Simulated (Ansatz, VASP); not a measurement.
**Two plane-wave programs on AlN**

```
CELL_PARAMETERS angstrom
3.11100 0.00000 0.00000
-1.55550 2.69421 0.00000
0.00000 0.00000 5.10245
ATOMIC_POSITIONS crystal
Al 0.33333 0.66667 0.00000
Al 0.66667 0.33333 0.50000
N 0.33333 0.66667 0.38500
N 0.66667 0.33333 0.88500
```

Change from the starting cell: strain +0.000 along x and y, +0.025 along z, atoms carried along.

Alike in both runs: task single point; functional PBE; k mesh 9 × 9 × 6; occupations gaussian, width 0.05 eV; no spin polarisation.

|  | VASP | Ansatz |
| --- | --- | --- |
| version | VASP 6.6.1 | Ansatz 0.2.0 |
| potentials or method | VASP PAW PBE potentials, release 64 (Al, N), cutoff 520 eV | scalar-relativistic, plane waves, PAW |
| valence electrons in the cell | 16 | 16 |

```tsv
	VASP	Ansatz	Ansatz less VASP
gap on the k mesh at the Fermi level (eV)	4.00	3.99	-0.010
least direct gap on the mesh (eV)	4.00	3.99	-0.010
pressure (GPa)	-0.6	-0.4	+0.27
traceless stress, the component that is largest in VASP (GPa)	-6.72	-6.71	+0.007
rms of the force components (eV/Å)	0.228	0.228	-0.0009
```

Atom by atom the forces differ by 0.001 eV/Å (rms over components). The functional is the same, so the differences come from potentials, cutoffs and numerics.
